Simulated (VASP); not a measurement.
Pd, 1 atom in the cell. The structure is cubic, space group Fm-3m (No. 225). The conventional cell has a = 3.947 Å, b = 3.947 Å, c = 3.947 Å, α = 90.00°, β = 90.00°, γ = 90.00°. Within 3.7 Å of Pd (site symmetry m-3m) lie 12 Pd at 2.79 Å. 

* Program: VASP 6.6.1
* Task: single point
* Functional: PBE
* Potentials or basis: VASP PAW PBE potentials, release 64 (Pd)
* Cutoff: 520 eV
* k mesh: 14 × 14 × 14
* Occupations: fermi-dirac, width 0.3 eV
* Spin: collinear spin, ferromagnetic start
* Starting moments: [0.288] μB
* Dipole correction: no
* Further INCAR settings: ALGO = Normal; EDIFF = 1e-07; NBANDS = 15

Potentials or basis: VASP PAW PBE potentials, release 64 (Pd).

Run with:

```sh
$ cat potpaw_PBE.64/Pd/POTCAR > POTCAR
$ mpirun -np 1 vasp_std > vasp.out
```

Hardware: 1 thread of Intel Xeon 8259CL, on a shared host.

Problem. How long does it take, and how much memory?

Solution. It took 99 s on 1 thread of Intel Xeon 8259CL (shared host), peak memory 0.17 GiB. Counts: scf iterations 14, k points 104.
